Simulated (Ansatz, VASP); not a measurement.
One calculation of HfO2, two programs

File INCAR:

```
SYSTEM = HfO2
PREC = Accurate ; ENCUT = 520
EDIFF = 1E-7 ; ISMEAR = -1
SIGMA = 0.01 ; LREAL = .False.
LASPH = .True. ; NELM = 100
ALGO = Normal ; ISIF = 2
LWAVE = .False. ; LCHARG = .False.
NBANDS = 18
```

File KPOINTS:

```
Automatic mesh
0
Gamma
  9 9 9
  0 0 0
```

The input POSCAR:

```
HfO2
1.0
    0.0000000000      2.5063500000      2.5575000000
    2.5063500000      0.0000000000      2.5575000000
    2.5063500000      2.5063500000      0.0000000000
Hf O
1 2
Direct
    0.0000000000      0.0000000000      0.0000000000
    0.2500000000      0.2500000000      0.2500000000
    0.7500000000      0.7500000000      0.7500000000
```

Input for Ansatz:

```yaml
crystal:
  lattice:
    - [0.0, 2.50635, 2.5575]
    - [2.50635, 0.0, 2.5575]
    - [2.50635, 2.50635, 0.0]
  atoms:
    - { symbol: Hf, position: [0.0, 0.0, 0.0] }
    - { symbol: O, position: [0.25, 0.25, 0.25] }
    - { symbol: O, position: [0.75, 0.75, 0.75] }
kpoints:
  mp_grid: { grid: [9, 9, 9] }
  band_path:
    path:
      - [0.0, 0.0, 0.0]
      - [0.0, 0.5, 0.5]
      - [0.25, 0.75, 0.5]
      - [0.0, 0.5, 0.0]
      - [0.0, 0.0, 0.0]
      - [0.5, 0.5, 0.0]
      - [0.37005, 0.62995, 0.0]
      - [-0.37005, 0.37005, 0.0]
      - [0.0, 0.0, 0.0]
    npoints: 5
scf:
  occupations: { method: fermi_dirac, width: 0.01 }
hamiltonian:
  xc: lda
  pseudopotentials: { kind: all_electron, lapw: { basis_error: 0.001 } }
output:
  forces: true
  stress: true
  eigenvalues: true
```

Change from the starting cell: equal xx and yy strain of -2 %.

Alike in both runs: task single point; functional LDA; k mesh 9 × 9 × 9; occupations fermi-dirac, width 0.01 eV; no spin polarisation.

```csv
,VASP,Ansatz
version,VASP 6.6.1,Ansatz 0.2.0
potentials or method,"VASP PAW LDA potentials, release 64 (Hf_pv, O), cutoff 520 eV","all-electron LAPW, scalar-relativistic"
```

|  | VASP | Ansatz | Ansatz less VASP |
| --- | --- | --- | --- |
| gap on the k mesh at the Fermi level (eV) | 3.56 | 3.55 | -0.008 |
| pressure (GPa) | -10.3 | -7.1 | +3.15 |
| traceless stress, the component that is largest in VASP (GPa) | -6.46 | -6.35 | +0.110 |

LDA's correlation is that of Perdew and Zunger in VASP and of Perdew and Wang (1992) in Ansatz. Ansatz ran all-electron here, and VASP with PAW potentials.

Neither program's run includes spin-orbit coupling.
